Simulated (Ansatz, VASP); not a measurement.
**One calculation of As, two programs**

```
As
1.0
     1.80506    1.04215   11.42633
    -1.80506    1.04215   11.42633
     0.00000   -2.08430   11.42633
As
4
Direct
  0.06821 0.06821 0.06821
  0.93179 0.93179 0.93179
  0.22457 0.22457 0.22457
  0.77543 0.77543 0.77543
```

Alike in both runs: functional PBE; k mesh 9 × 9 × 9; occupations gaussian, width 0.02 eV; no spin polarisation.

Ansatz relaxed the structure, and its values are those at the end. VASP's run is a single point on that final structure, the one shown.

|  | VASP | Ansatz |
| --- | --- | --- |
| version | VASP 6.6.1 | Ansatz 0.2.0 |
| potentials or method | VASP PAW PBE potentials, release 64 (As), cutoff 520 eV | scalar-relativistic, plane waves, PAW |
| valence electrons in the cell | 20 | 60 |

|  | VASP | Ansatz | Ansatz less VASP |
| --- | --- | --- | --- |
| gap on the k mesh at the Fermi level (eV) | 1.05 | 1.08 | +0.024 |
| least direct gap on the mesh (eV) | 1.44 | 1.48 | +0.038 |
| pressure (GPa) | 0.2 | 0.0 | -0.23 |
| rms of the force components (eV/Å) | 0.045 | 0.004 | -0.0413 |

VASP's potentials hold 20 valence electrons a cell and Ansatz's 60, so a difference there can come from the potentials and not from the codes.
